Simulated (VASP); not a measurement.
Here is a VASP 6.6.1 calculation.

File INCAR:

```
PREC     = Accurate       # precision mode
ENCUT    = 520            # plane-wave cutoff, eV
EDIFF    = 1E-7           # SCF threshold, eV
ISMEAR   = -1             # smearing method
SIGMA    = 0.0844         # smearing width, eV
LREAL    = Auto         
LASPH    = True           # aspherical terms in the spheres
NELM     = 100            # most SCF steps
ALGO     = Normal         # electronic algorithm
ISIF     = 2              # what is computed and relaxed
LWAVE    = False          # write WAVECAR
LCHARG   = False          # write CHGCAR
GGA      = PE             # functional
NBANDS   = 78             # bands
ISYM     = 0
```

File KPOINTS:

```
Automatic mesh
0
Gamma
  1 1 1
  0.25 0.25 0.25
```

File POSCAR:

```
Si5Ni
1.0
    7.1614510000     -0.0505580000     -0.0272950000
   -0.0505580000      7.1365650000     -0.2213880000
   -0.0272950000     -0.2213880000      7.0643700000
Si Ni
20 4
Direct
    0.6338642701      0.3947594014      0.7109970627
    0.3375792092      0.3532697563      0.8964408588
    0.7780143928      0.9119680204      0.4477623169
    0.4321358303      0.6333401044      0.1620137460
    0.7588035642      0.5040345466      0.0654539249
    0.9020233622      0.2371886874      0.4822979907
    0.8349706764      0.8303190361      0.1194840015
    0.5162427021      0.0841775494      0.5441277487
    0.7314427558      0.7806227843      0.7569785058
    0.8652043221      0.1929845254      0.1182431286
    0.9470823657      0.1783439131      0.8075927245
    0.1891173709      0.1315006222      0.1721698635
    0.0442767523      0.7091881516      0.7396100828
    0.2570328946      0.3340342165      0.5382442992
    0.3823307375      0.7794978088      0.8913351337
    0.5168378674     -0.0335163870      0.2107559434
    0.1856135562      0.9774092973      0.4879475468
    0.4429266944      0.6218675158      0.6056582101
    0.8278827070      0.5779932040      0.4685934935
    0.1040430307      0.5224070560      0.0696907874
    0.1643011476      0.5997554730      0.4318805873
    0.5687030707      0.0973952646      0.8700884712
    0.1906588572      0.7990713866      0.1778938320
    0.2290005499      0.0186432671      0.8100623220
```

Potentials or basis: VASP PAW PBE potentials, release 64 (Si, Ni).

Run with:

```bash
$ cat potpaw_PBE.64/Si/POTCAR potpaw_PBE.64/Ni/POTCAR > POTCAR
$ mpirun -np 1 vasp_std > vasp.out
```

Problem. What does it give for the largest force?

Solution. 3.299 eV/Å.

Problem. Predict the band gap on the k mesh.

Solution. 0.26 eV.

Problem. Predict the pressure.

Solution. 3.5 GPa.

Forces in eV/Å, atoms in the order of the input:
```
Si   0.947 -0.891  0.869
Si   0.023 -0.943 -0.455
Si   0.808  0.177  0.363
Si   2.045 -1.941  0.665
Si  -1.141 -0.508 -0.320
Si   0.633  0.589 -0.139
Si   0.723  0.694 -0.255
Si  -1.115  0.889  0.492
Si  -0.716  1.174  0.854
Si  -1.291 -0.133  0.763
Si   0.493 -0.243 -0.765
Si   0.348 -0.264 -0.312
Si   1.501  0.161 -0.415
Si  -0.590 -1.616  0.441
Si   0.472  0.560  0.239
Si  -0.203  0.352 -0.863
Si  -0.287 -0.520 -0.410
Si  -0.406 -0.092 -1.259
Si   0.283 -0.641 -0.510
Si  -0.492 -0.607 -0.196
Ni  -0.380  0.217  0.257
Ni   0.399 -0.278  0.555
Ni  -1.208  3.054  0.315
Ni  -0.845  0.812  0.084
```

Caveat: the k points lie up to 0.89 Å⁻¹ apart. Spin polarisation is off, so any magnetic state and its effect on volume and gap are missing.
